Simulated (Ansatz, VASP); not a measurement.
## One calculation of Ir, two programs

The input INCAR:

```
SYSTEM = Ir
PREC = Accurate
ENCUT = 500
EDIFF = 1E-6
ISMEAR = 0
SIGMA = 0.1
LREAL = .FALSE.
LASPH = .TRUE.
NELM = 120
ALGO = Normal
ISIF = 2
LWAVE = .FALSE.
LCHARG = .FALSE.
GGA = PS
NBANDS = 10
GGA_COMPAT = .FALSE.
```

Contents of KPOINTS:

```
Automatic mesh
0
G
  12 12 12
  0 0 0
```

File POSCAR:

```
Ir
1.0
    0.0000000000      1.9156000000      1.9156000000
    1.9156000000      0.0000000000      1.9156000000
    1.9156000000      1.9156000000      0.0000000000
Ir
1
Direct
    0.0000000000      0.0000000000      0.0000000000
```

Input for Ansatz:

```yaml
crystal:
  lattice:
    - [0.0, 1.9156, 1.9156]
    - [1.9156, 0.0, 1.9156]
    - [1.9156, 1.9156, 0.0]
  atoms:
    - { symbol: Ir, position: [0.0, 0.0, 0.0] }
kpoints:
  mp_grid:
    grid: [12, 12, 12]
hamiltonian:
  xc: pbesol
  pseudopotentials:
    kind: paw
scf:
  occupations:
    method: gaussian
output:
  forces: true
  stress: true
  eigenvalues: true
```

Alike in both runs: task single point; functional PBEsol; k mesh 12 × 12 × 12; no spin polarisation.

|  | VASP | Ansatz |
| --- | --- | --- |
| version | VASP 6.6.1 | Ansatz 0.2.0 |
| potentials or method | VASP PAW PBE potentials, release 64 (Ir) | plane waves, PAW |
| plane-wave cutoff (eV) | 500 | 420 |
| occupations | gaussian, width 0.1 eV | gaussian |
| valence electrons in the cell | 9 | 17 |

```tsv
	VASP	Ansatz	Ansatz less VASP
gap on the k mesh at the Fermi level (eV)	none	none	-
pressure (GPa)	0.3	-0.7	-0.96
```

VASP's potentials were made for PBE, not for PBEsol. A gap of «none» marks a metal or a gap that the smearing closes. VASP's potentials hold 9 valence electrons a cell and Ansatz's 17, so a difference there can come from the potentials and not from the codes.

Spin-orbit coupling is off throughout.
